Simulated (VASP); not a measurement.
Ir:

```
Ir
1.0
     0.00000    1.91560    1.91560
     1.91560    0.00000    1.91560
     1.91560    1.91560    0.00000
Ir
1
Direct
  0.00000 0.00000 0.00000
```

- Program: VASP 6.6.1
- Task: relaxation of cell and atoms
- Functional: RPBE
- Potentials or basis: VASP PAW PBE potentials, release 64 (Ir)
- Cutoff: 600 eV
- k mesh: 12 × 12 × 12
- Occupations: fermi-dirac, width 0.05 eV
- Spin: no spin polarisation

At the start: pressure 16.0 GPa; volume 14.06 Å³/atom.

How do energy, volume and symmetry change on relaxing?

Over 4 steps the energy falls by 29.5 meV/atom and the volume is 14.68 Å³/atom (+4.4 %); space group Fm-3m (No. 225, to 0.05 Å).

Step by step:
```
step  energy change (eV)  largest force (eV/Å)  pressure (GPa)  volume (Å³)
   1              0.0000                0.0000           16.04        14.06
   2              0.2785                0.0000          -34.26        17.12
   3             -0.0293                0.0000           -1.00        14.72
   4             -0.0295                0.0000           -0.08        14.68
```

Final structure:
```yaml
crystal:
  lattice:
    - [0.00000, 1.94340, 1.94340]
    - [1.94340, 0.00000, 1.94340]
    - [1.94340, 1.94340, 0.00000]
  atoms:
    - { symbol: Ir, position: [0.00000, 0.00000, 0.00000] }
```

Caveat: the PAW data sets were made with another functional, which shifts forces and pressure a little.
